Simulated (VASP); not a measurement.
Input of a VASP 6.6.1 run:

INCAR

```
PREC     = Accurate       # precision mode
ENCUT    = 520            # plane-wave cutoff, eV
EDIFF    = 1E-6           # SCF threshold, eV
ISMEAR   = 0              # smearing method
SIGMA    = 0.1            # smearing width, eV
LREAL    = F              # projectors in reciprocal space
LASPH    = T              # aspherical terms in the spheres
NELM     = 60             # most SCF steps
ALGO     = Fast           # electronic algorithm
ISIF     = 2              # what is computed and relaxed
LWAVE    = F              # write WAVECAR
LCHARG   = T              # write CHGCAR
GGA      = PE             # functional
LELF     = T              # ELF
LVHAR    = T            
NBANDS   = 28             # bands
```

KPOINTS

```
regular mesh
0
Gamma
  6 6 6
```

The input POSCAR:

```
Be2RuAu2
1.0
   -1.5384093698      1.5384093698      7.2090813922
    1.5384093698     -1.5384093698      7.2090813922
    1.5384093698      1.5384093698     -7.2090813922
Be Ru Au
2 1 2
Direct
    0.2500000000      0.7500000000      0.5000000000
    0.7500000000      0.2500000000      0.5000000000
    0.0000000000      0.0000000000      0.0000000000
    0.6268347356      0.6268347356      0.0000000000
    0.3731652644      0.3731652644      0.0000000000
```

Potentials or basis: VASP PAW PBE potentials, release 64 (Be, Ru_pv, Au).

Launch:

```bash
$ cat potpaw_PBE.64/Be/POTCAR potpaw_PBE.64/Ru_pv/POTCAR potpaw_PBE.64/Au/POTCAR > POTCAR
$ mpirun -np 1 vasp_std > vasp.out
```

(1) Predict the largest force.

(2) Estimate the band gap on the k mesh.

(3) What does it give for the pressure?

## Answers

(1) 0.037 eV/Å.

(2) zero (band 20 reaches 8.82 eV, above the bottom of band 21 at 8.20 eV).

(3) 0.1 GPa.

Caveat: the k points lie up to 0.48 Å⁻¹ apart; spin-orbit coupling is left out, which moves the levels of the heavy elements.
